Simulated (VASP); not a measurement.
Write the native input for VASP 6.6.1 that does the following.

| Property | Result |
| --- | --- |
| Task | relaxation of cell and atoms |
| Functional | r2SCAN |
| Dispersion | rVV10 |
| Potentials or basis | VASP PAW PBE potentials, release 64 (C) |
| Cutoff | 600 eV |
| k mesh | 12 × 12 × 4 |
| Occupations | fermi-dirac, width 0.03 eV |
| Spin | no spin polarisation |
| Dipole correction | no |
| Further INCAR settings | ALGO = Normal; EDIFF = 1e-06; IBRION = 2; EDIFFG = -0.01; NSW = 100; ISIF = 3 |

Crystal: C.

```xyz
8
Lattice="2.5054 0.0000 0.0000 -1.2527 2.1697 0.0000 0.0000 0.0000 8.2644" Properties=species:S:1:pos:R:3 pbc="T T T"
C     0.0000    0.0000    0.0066
C     0.0000    1.4465    2.0603
C     0.0000    0.0000    4.1388
C     1.2527    0.7232    6.1925
C     0.0000    0.0000    1.5430
C     0.0000    1.4465    3.6216
C     0.0000    0.0000    5.6752
C     1.2527    0.7232    7.7538
```

One way to write it, as run:

POSCAR

```
C
1.0
    2.5053830681      0.0000000000      0.0000000000
   -1.2526915340      2.1697253832      0.0000000000
    0.0000000000      0.0000000000      8.2644485576
C
8
Direct
    0.0000000000      0.0000000000      0.0007988578
    0.3333333333      0.6666666667      0.2492916855
    0.0000000000      0.0000000000      0.5007988578
    0.6666666667      0.3333333333      0.7492916855
    0.0000000000      0.0000000000      0.1867011422
    0.3333333333      0.6666666667      0.4382083145
    0.0000000000      0.0000000000      0.6867011422
    0.6666666667      0.3333333333      0.9382083145
```

INCAR.step1

```
PREC     = Accurate       # precision mode
ENCUT    = 600            # plane-wave cutoff, eV
ISMEAR   = -1             # smearing method
SIGMA    = 0.03           # smearing width, eV
LREAL    = False          # projectors in reciprocal space
LASPH    = True           # aspherical terms in the spheres
NELM     = 100            # most SCF steps
GGA      = PE             # functional
ALGO     = Normal         # electronic algorithm
EDIFF    = 1E-4           # SCF threshold, eV
LWAVE    = True           # write WAVECAR
LCHARG   = False          # write CHGCAR
```

INCAR.step2

```
PREC     = Accurate       # precision mode
ENCUT    = 600            # plane-wave cutoff, eV
EDIFF    = 1E-6           # SCF threshold, eV
ISMEAR   = -1             # smearing method
SIGMA    = 0.03           # smearing width, eV
LREAL    = False          # projectors in reciprocal space
LASPH    = True           # aspherical terms in the spheres
NELM     = 100            # most SCF steps
ALGO     = Normal         # electronic algorithm
ISIF     = 3              # what is computed and relaxed
LWAVE    = False          # write WAVECAR
LCHARG   = False          # write CHGCAR
METAGGA  = R2SCAN         # meta-GGA
LMIXTAU  = True         
LUSE_VDW = True         
IVDW_NL  = 2            
BPARAM   = 11.95        
CPARAM   = 0.0093       
IBRION   = 2              # ionic algorithm
NSW      = 100            # ionic steps
EDIFFG   = -0.01          # ionic threshold
ISTART   = 1
```

KPOINTS

```
Automatic mesh
0
Gamma
  12 12 4
```

Potentials or basis: VASP PAW PBE potentials, release 64 (C).

Run with:

```bash
$ cat potpaw_PBE.64/C/POTCAR > POTCAR
$ cp INCAR.step1 INCAR
$ mpirun -np 1 vasp_std > vasp.out
$ cp INCAR.step2 INCAR
$ mpirun -np 1 vasp_std > vasp.out
```

Results of the run:

The relaxed volume is 5.64 Å³/atom. The relaxed cell is a = 2.509 Å, b = 2.509 Å, c = 8.277 Å, α = 90.00°, β = 90.00°, γ = 120.00°. The space group after relaxing (to 0.05 Å) is P6_3/mmc (No. 194) and the energy gained by relaxing is 0.1 meV/atom. The ionic steps are 3 and the pressure after relaxing is 0.0 GPa. The largest force after relaxing is 0.004 eV/Å and the band gap on the k mesh is 4.74 eV, indirect (least direct gap 5.54 eV).

Caveat: the PAW data sets were made with another functional, which shifts forces and pressure a little.

Run time: 15 min on 1 thread of AMD EPYC 7R13, on a shared host, peak memory 0.28 GiB.
